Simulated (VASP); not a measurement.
# P (P6/mmm) in VASP: notebook

P is run at these levels: PBE; tasks: single point.

Program: VASP 6.6.1. These are calculated values, not measurements. Logs are shortened: lines on timing, memory, paths and dates and some standing lists are left out, and cuts for length are marked.

## Step 1: The cell of the first run

The structure is hexagonal, space group P6/mmm (No. 191). Conventional cell: a = 3.352 Å, b = 3.352 Å, c = 1.991 Å, α = 90.00°, β = 90.00°, γ = 120.00°. P (site symmetry 6/mmm) has 14 P at 1.99 to 2.18 Å within 2.6 Å. Within 2.6 Å of P (site symmetry -6m2) lie 11 P at 1.94 to 2.18 Å.

## Step 2: Single point, PBE

File INCAR:

```
PREC = Accurate
ENCUT = 520
EDIFF = 1E-6
ISMEAR = 0
SIGMA = 0.05
LREAL = F
LASPH = T
NELM = 80
ALGO = Normal
ISIF = 2
LWAVE = F
LCHARG = F
GGA = PE
NBANDS = 14
```

File KPOINTS:

```
regular mesh
0
Gamma
  9 9 12
```

File POSCAR:

```
P
1.0
    3.3516927431      0.0000000000      0.0000000000
   -1.6758463716      2.9026510612      0.0000000000
    0.0000000000      0.0000000000      1.9908501593
P
3
Direct
    0.0000000000      0.0000000000      0.0000000000
    0.3333333333      0.6666666667      0.5000000000
    0.6666666667      0.3333333333      0.5000000000
```

Potentials or basis: VASP PAW PBE potentials, release 64 (P).

Run with:

```sh
> cat potpaw_PBE.64/P/POTCAR > POTCAR
> mpirun -np 1 vasp_std > vasp.out
```

OUTCAR:

```text
PREC = Accurate
   ENCUT = 520
   EDIFF = 1E-6
   ISMEAR = 0
   LREAL = F
   LASPH = T
   NELM = 80
   ISIF = 2
   GGA = PE

 ion  position               nearest neighbor table
   1  0.000  0.000  0.000-   2 2.18   3 2.18   2 2.18   3 2.18   3 2.18   3 2.18   2 2.18   2 2.18
                             3 2.18   3 2.18   2 2.18   2 2.18
   2  0.333  0.667  0.500-   3 1.94   3 1.94   3 1.94   1 2.18   1 2.18   1 2.18   1 2.18   1 2.18
                             1 2.18   3 2.78   3 2.78   3 2.78   3 2.78   3 2.78   3 2.78
   3  0.667  0.333  0.500-   2 1.94   2 1.94   2 1.94   1 2.18   1 2.18   1 2.18   1 2.18   1 2.18
                             1 2.18   2 2.78   2 2.78   2 2.78   2 2.78   2 2.78   2 2.78

  LATTYP: Found a hexagonal cell.
 ALAT       =     3.3516927431
 C/A-ratio  =     0.5939834919

  Lattice vectors:

 A1 = (   3.3516927431,   0.0000000000,   0.0000000000)
 A2 = (  -1.6758463716,   2.9026510612,   0.0000000000)
 A3 = (   0.0000000000,   0.0000000000,   1.9908501593)

Analysis of symmetry for initial positions (statically):
=====================================================================
 Subroutine PRICEL returns:
 Original cell was already a primitive cell.

 Routine SETGRP: Setting up the symmetry group for a
 hexagonal supercell.

 Subroutine GETGRP returns: Found 24 space group operations
 (whereof 24 operations were pure point group operations)
 out of a pool of 24 trial point group operations.

The static configuration has the point symmetry D_6h.

Analysis of symmetry for dynamics (positions and initial velocities):
=====================================================================
 Subroutine PRICEL returns:
 Original cell was already a primitive cell.

 Routine SETGRP: Setting up the symmetry group for a
 hexagonal supercell.

 Subroutine GETGRP returns: Found 24 space group operations
 (whereof 24 operations were pure point group operations)
 out of a pool of 24 trial point group operations.

The dynamic configuration has the point symmetry D_6h.

 Subroutine INISYM returns: Found 24 space group operations
 (whereof 24 operations are pure point group operations),
 and found     1 'primitive' translations

----------------------------------------------------------------------------------------

                                     Primitive cell

  volume of cell :      19.3686

  direct lattice vectors                    reciprocal lattice vectors
     3.351692743  0.000000000  0.000000000     0.298356704  0.172256323  0.000000000
    -1.675846372  2.902651061  0.000000000     0.000000000  0.344512647  0.000000000
     0.000000000  0.000000000  1.990850159     0.000000000  0.000000000  0.502297973

  length of vectors
     3.351692743  3.351692743  1.990850159     0.344512647  0.344512647  0.502297973

  position of ions in fractional coordinates (direct lattice)
     0.000000000  0.000000000  0.000000000
     0.333333333  0.666666667  0.500000000
     0.666666667  0.333333333  0.500000000

  ion indices of the primitive-cell ions
   primitive index   ion index
                 1           1
                 2           2
                 3           3

----------------------------------------------------------------------------------------

 KPOINTS: regular mesh

Automatic generation of k-mesh.
 Grid dimensions read from file:
 generate k-points for:    9    9   12

 Generating k-lattice:

  Cartesian coordinates                     Fractional coordinates (reciprocal lattice)
     0.033150745  0.019139591  0.000000000     0.111111111  0.000000000  0.000000000
     0.000000000  0.038279183  0.000000000     0.000000000  0.111111111  0.000000000
     0.000000000  0.000000000  0.041858164     0.000000000  0.000000000  0.083333333

  Length of vectors
     0.038279183  0.038279183  0.041858164

  Shift w.r.t. Gamma in fractional coordinates (k-lattice)
     0.000000000  0.000000000  0.000000000

 Subroutine IBZKPT returns following result:
 ===========================================

 Found     84 irreducible k-points:

 Following reciprocal coordinates:
            Coordinates               Weight
  0.000000  0.000000  0.000000      1.000000
  0.111111 -0.000000  0.000000      6.000000
  0.222222 -0.000000  0.000000      6.000000
  0.333333  0.000000  0.000000      6.000000
  0.444444 -0.000000  0.000000      6.000000
  0.111111  0.111111  0.000000      6.000000
[... 16 lines left out ...]
  0.333333  0.222222  0.083333     24.000000
  0.333333  0.333333  0.083333      4.000000
 [... further k-points ...]
   k-points           NKPTS =     84   k-points in BZ     NKDIM =     84   number of bands    NBANDS=     14
   number of dos      NEDOS =    301   number of ions     NIONS =      3
   total plane-waves  NPLWV =  12544
   dimension x,y,z NGX =    28 NGY =   28 NGZ =   16
   dimension x,y,z NGXF=    56 NGYF=   56 NGZF=   32
   ions per type =               3
   NGX,Y,Z   is equivalent  to a cutoff of  13.89, 13.89, 13.36 a.u.
   NGXF,Y,Z  is equivalent  to a cutoff of  27.78, 27.78, 26.72 a.u.
 SYSTEM =  unknown system
   PREC   = accura    normal or accurate (medium, high low for compatibility)
   ISTART =      0    job   : 0-new  1-cont  2-samecut
   ICHARG =      2    charge: 1-file 2-atom 10-const
   ISPIN  =      1    spin polarized calculation?
   LNONCOLLINEAR =      F non collinear calculations
   LSORBIT =      F    spin-orbit coupling
   LASPH  =      T    aspherical Exc in radial PAW
   ENCUT  =  520.0 eV  38.22 Ry    6.18 a.u.   6.23  6.23  3.70*2*pi/ulx,y,z
   NELM   =     80;   NELMIN=  2; NELMDL= -5     # of ELM steps
   EDIFF  = 0.1E-05   stopping-criterion for ELM
   LREAL  =      F    real-space projection
   EDIFFG = 0.1E-04   stopping-criterion for IOM
   NSW    =      0    number of steps for IOM
   IBRION =     -1    ionic relax: 0-MD 1-quasi-New 2-CG
   NFREE  =      0    steps in history (QN), initial steepest desc. (CG)
   ISIF   =      2    stress and relaxation
   ISYM   =      2    0-nonsym 1-usesym 2-fastsym
   POTIM  = 0.5000    time-step for ionic-motion
   TEBEG  =    0.0;   TEEND  =   0.0 temperature during run
   PSTRESS=    0.0 pullay stress
   NELECT =      15.0000    total number of electrons
   NUPDOWN=      -1.0000    fix difference up-down
   EMIN   =  10.00;   EMAX   =-10.00  energy-range for DOS
   EFERMI =   0.00;   METHOD = LEGACY
   ISMEAR =     0;   SIGMA  =   0.05  broadening in eV -4-tet -1-fermi 0-gaus
   EFERMI_NEDOS =   21; number of points for ismear=-14 and -15
   IALGO  =     38    algorithm
   IMIX   =      4    mixing-type and parameters
     AMIX     =   0.40;   BMIX     =  1.00
     AMIX_MAG =   1.60;   BMIX_MAG =  1.00
  volume/ion in A,a.u.               =       6.46        43.57
  Fermi-wavevector in a.u.,A,eV,Ry     =   1.503394  2.841002 30.751786  2.260193
  Thomas-Fermi vector in A             =   2.614510
   LORBIT       =      0    0 simple, 1 ext, 2 COOP (PROOUT), +10 PAW based schemes
   GGA     = PE    functional components
   LHFCALC =     F    Hartree Fock is set to
   AEXX    =    0.0000 exact exchange contribution
   IVDW    =     0    specifies the selected vdW correction
   LEPSILON=     F    determine dielectric tensor
   LRPA    =     F    only Hartree local field effects (RPA)
 non-spin polarized calculation
 Gauss-broadening in eV      SIGMA  =   0.05
  energy-cutoff  :      520.00
  volume of cell :       19.37
 maximum number of plane-waves:       534
 NGX is ok and might be reduce to    28

 number of electron      14.9999999 magnetization

 Free energy of the ion-electron system (eV)
  ---------------------------------------------------
  ext. energy  EPLUGINS =         0.00000000
  ---------------------------------------------------
  free energy    TOTEN  =         0.03063345 eV

  energy without entropy =        0.03210834  energy(sigma->0) =        0.03137090

 E-fermi :  25.5061     XC(G=0): -15.2975

 val. band max:       25.4434544242   @ k =   0.4444   0.1111   0.3333
 cond. band min:      25.5285852728   @ k =   0.3333   0.2222   0.1667
 fundamental gap:      0.0851308486
 Fermi energy:        25.5061269456

 k-point     1 :       0.0000    0.0000    0.0000
  band No.  band energies     occupation
      1      -2.0563      2.00000
      2      13.1972      2.00000
      3      13.1972      2.00000
      4      13.2410      2.00000
      5      13.2410      2.00000
      6      16.1550      2.00000
      7      16.5653      2.00000
      8      31.4677      0.00000
      9      32.2615      0.00000
     10      40.8172      0.00000
     11      41.2552      0.00000
     12      41.2552      0.00000
     13      44.4540      0.00000
     14      44.4579      0.00000

 k-point     2 :       0.1111   -0.0000    0.0000
  band No.  band energies     occupation
      1      -1.8485      2.00000
      2      10.6265      2.00000
      3      11.6851      2.00000
      4      13.2637      2.00000
      5      15.1421      2.00000
      6      17.5466      2.00000
      7      18.3970      2.00000
      8      31.6323      0.00000
      9      32.3224      0.00000
     10      38.7220      0.00000
     11      39.0045      0.00000
     12      40.8937      0.00000
     13      42.2264      0.00000
     14      43.1880      0.00000

 k-point     3 :       0.2222   -0.0000    0.0000
  band No.  band energies     occupation
      1      -1.2265      2.00000
      2       7.8071      2.00000
      3      10.5376      2.00000
      4      12.3099      2.00000
      5      17.4556      2.00000
      6      19.6647      2.00000
      7      22.0616      2.00000
      8      32.1272      0.00000
      9      32.2397      0.00000
     10      34.6443      0.00000
     11      36.1390      0.00000
     12      39.6893      0.00000
     13      40.3158      0.00000
     14      41.9504      0.00000

 k-point     4 :       0.3333    0.0000    0.0000
  band No.  band energies     occupation
      1      -0.1951      2.00000
      2       5.2621      2.00000
      3       9.7740      2.00000
      4      11.5759      2.00000
      5      20.1599      2.00000
      6      22.1525      2.00000
      7      26.1256      0.00000
      8      30.5585      0.00000
      9      30.7302      0.00000
     10      32.9549      0.00000
     11      34.6973      0.00000
     12      37.4858      0.00000
     13      39.1393      0.00000
     14      41.1215      0.00000

 k-point     5 :       0.4444   -0.0000    0.0000
  band No.  band energies     occupation
      1       1.2362      2.00000
      2       3.0660      2.00000
      3       9.3927      2.00000
      4      11.1952      2.00000
      5      23.2451      2.00000
      6      24.9213      2.00000
      7      26.7471      0.00000
      8      27.8671      0.00000
      9      30.2380      0.00000
     10      33.8185      0.00000
     11      34.1179      0.00000
[... 276 lines left out ...]
 k-point    22 :       0.2222    0.2222    0.0833
  band No.  band energies     occupation
      1       0.6649      2.00000
      2       6.0255      2.00000
      3       6.1517      2.00000
      4      16.6575      2.00000
      5      16.8604      2.00000
      6      26.3062      0.00000
      7      26.5729      0.00000
      8      26.9609      0.00000
      9      29.5544      0.00000
     10      33.2021      0.00000
     11      34.5365      0.00000
     12      36.9214      0.00000
     13      37.5721      0.00000
     14      38.9736      0.00000

 k-point    23 :       0.3333    0.2222    0.0833
  band No.  band energies     occupation
      1       2.0882      2.00000
      2       3.9065      2.00000
      3       5.6964      2.00000
      4      16.4001      2.00000
      5      19.7764      2.00000
      6      23.1212      2.00000
      7      28.8726      0.00000
      8      29.3729      0.00000
      9      30.6059      0.00000
     10      32.5381      0.00000
     11      33.8823      0.00000
     12      35.2172      0.00000
     13      36.7904      0.00000
     14      38.1219      0.00000

 k-point    24 :       0.3333    0.3333    0.0833
  band No.  band energies     occupation
      1       3.5626      2.00000
      2       3.7769      2.00000
      3       3.7769      2.00000
      4      19.3934      2.00000
      5      19.7115      2.00000
      6      19.7115      2.00000
      7      30.1705      0.00000
      8      30.1705      0.00000
      9      30.8842      0.00000
     10      34.7471      0.00000
     11      34.7471      0.00000
     12      34.9852      0.00000
     13      35.9829      0.00000
     14      36.2811      0.00000

 [... further k-points ...]
[... 5 lines left out ...]
  --------------------------------------------------------------------------------------
  -------------------------------------------------------------------------------------
  Total       46.8484601     46.8484601     46.5063456     -0.0000000      0.0000000      0.0000000
  in kB     3875.3265085   3875.3265085   3847.0266316     -0.0000001      0.0000000      0.0000000
  external PRESSURE =    3865.8932162 kB  Pullay stress =       0.0000000 kB

 VOLUME and BASIS-vectors are now :
 -----------------------------------------------------------------------------
  energy-cutoff  :      520.00
  volume of cell :       19.37
      direct lattice vectors                 reciprocal lattice vectors
     3.351692743  0.000000000  0.000000000     0.298356704  0.172256323  0.000000000
    -1.675846372  2.902651061  0.000000000     0.000000000  0.344512647  0.000000000
     0.000000000  0.000000000  1.990850159     0.000000000  0.000000000  0.502297973

 POSITION                                       TOTAL-FORCE (eV/Angst)
 -----------------------------------------------------------------------------------
      0.00000      0.00000      0.00000        -0.000000      0.000000      0.000000
     -0.00000      1.93510      0.99543         0.000000     -0.000000      0.000000
      1.67585      0.96755      0.99543         0.000000      0.000000     -0.000000
 -----------------------------------------------------------------------------------
    total drift:                                0.000000     -0.000000     -0.000000

  FREE ENERGIE OF THE ION-ELECTRON SYSTEM (eV)
  ---------------------------------------------------
  free  energy   TOTEN  =         0.0306334509 eV

  energy  without entropy=        0.0321083427  energy(sigma->0) =        0.03137090
```

It took 15 s on 1 thread of Intel Xeon Platinum 8375C at 2.90GHz (Ice Lake), shared host; peak memory 0.14 GiB.

What came out:

| Item | Value |
| --- | --- |
| Free energy | 0.0306 eV |
| Pressure | 386.6 GPa |

Levels at points of the mesh, in eV from the Fermi level:
```
           k point  band 6  band 7  band 8  band 9  band 10  band 11
(0.00, 0.00, 0.00)   -9.35   -8.94    5.96    6.76    15.31    15.75
(0.00, 0.00, 0.50)   -4.56   -4.49   -3.19   -3.19    -2.49    -2.49
```

## Step 3: Single point, PBE

This run uses another cell than the first one, of 7.46 Å³/atom, 1.156 times its volume.

File INCAR:

```
SYSTEM = P
PREC     = Accurate       ! precision mode
ENCUT    = 520            ! plane-wave cutoff, eV
EDIFF    = 1E-6           ! SCF threshold, eV
ISMEAR   = -1             ! smearing method
SIGMA    = 0.05           ! smearing width, eV
LREAL    = .FALSE.        ! projectors in reciprocal space
LASPH    = .TRUE.         ! aspherical terms in the spheres
NELM     = 80             ! most SCF steps
ALGO     = Normal         ! electronic algorithm
ISIF     = 2              ! what is computed and relaxed
LWAVE    = .FALSE.        ! write WAVECAR
LCHARG   = .TRUE.         ! write CHGCAR
GGA      = PE             ! functional
LELF     = .TRUE.         ! ELF
LVHAR    = .TRUE.       
NBANDS   = 14             ! bands
```

File KPOINTS:

```
regular mesh
0
G
  9 9 12
  0 0 0
```

File POSCAR:

```
P
1.0
    3.5259383816      0.0000000000      0.0000000000
   -1.7629691908      3.0535522107      0.0000000000
    0.0000000000      0.0000000000      2.0787792130
P
3
Direct
    0.0000000000      0.0000000000      0.0000000000
    0.3333333333      0.6666666667      0.5000000000
    0.6666666667      0.3333333333      0.5000000000
```

Potentials or basis: VASP PAW PBE potentials, release 64 (P).

Run with:

```sh
> cat potpaw_PBE.64/P/POTCAR > POTCAR
> mpirun -np 1 vasp_std > vasp.out
```

Run time: 13 s. Hardware: 1 thread of Intel Xeon Platinum 8375C at 2.90GHz (Ice Lake), shared host; peak memory 0.14 GiB.

The run converged. Its results:

```
Free energy : -5.6735 eV
Pressure    : 233.3 GPa
```

Levels at points of the mesh, in eV from the Fermi level:
| k point | band 6 | band 7 | band 8 | band 9 | band 10 | band 11 |
| --- | --- | --- | --- | --- | --- | --- |
| (0.00, 0.00, 0.00) | -9.33 | -9.13 | 5.36 | 6.46 | 14.22 | 14.83 |
| (0.00, 0.00, 0.50) | -3.55 | -3.55 | -2.96 | -2.71 | -2.71 | -1.35 |

## Step 4: Single point, PBE

File INCAR:

```
  ALGO = Normal
  EDIFF = 1E-7
  ENCUT = 520
  GGA = PE
  ISIF = 2
  ISMEAR = -1
  LASPH = T
  LCHARG = F
  LREAL = F
  LWAVE = F
  NBANDS = 14
  NELM = 80
  PREC = Accurate
  SIGMA = 0.05
```

File KPOINTS:

```
k-points
0
Gamma
  9 9 12
```

Edit POSCAR of step 3 so:

```diff
@@ -3,3 +3,3 @@
     3.5259383816      0.0000000000      0.0000000000
-   -1.7629691908      3.0535522107      0.0000000000
+   -1.7629691908      3.0535522106      0.0000000000
     0.0000000000      0.0000000000      2.0787792130
```

Run with:

```sh
> cat potpaw_PBE.64/P/POTCAR > POTCAR
> mpirun -np 1 vasp_std > vasp.out
```

It took 16 s on 1 thread of Intel Xeon Platinum 8375C at 2.90GHz (Ice Lake), shared host; peak memory 0.14 GiB.

Results (log left out):

| Property | Result |
| --- | --- |
| Free energy | -5.6735 eV |
| Pressure | 233.3 GPa |

Levels at points of the mesh, in eV from the Fermi level:
```csv
k point,band 5,band 6,band 7,band 8,band 9,band 10,band 11,band 12
"(0.00, 0.00, 0.00)",-10.92,-9.33,-9.13,5.36,6.46,14.22,14.83,14.83
"(0.00, 0.00, 0.50)",-4.48,-3.55,-3.55,-2.96,-2.71,-2.71,-1.35,-1.35
```

(Continued in part 2 of 2.)
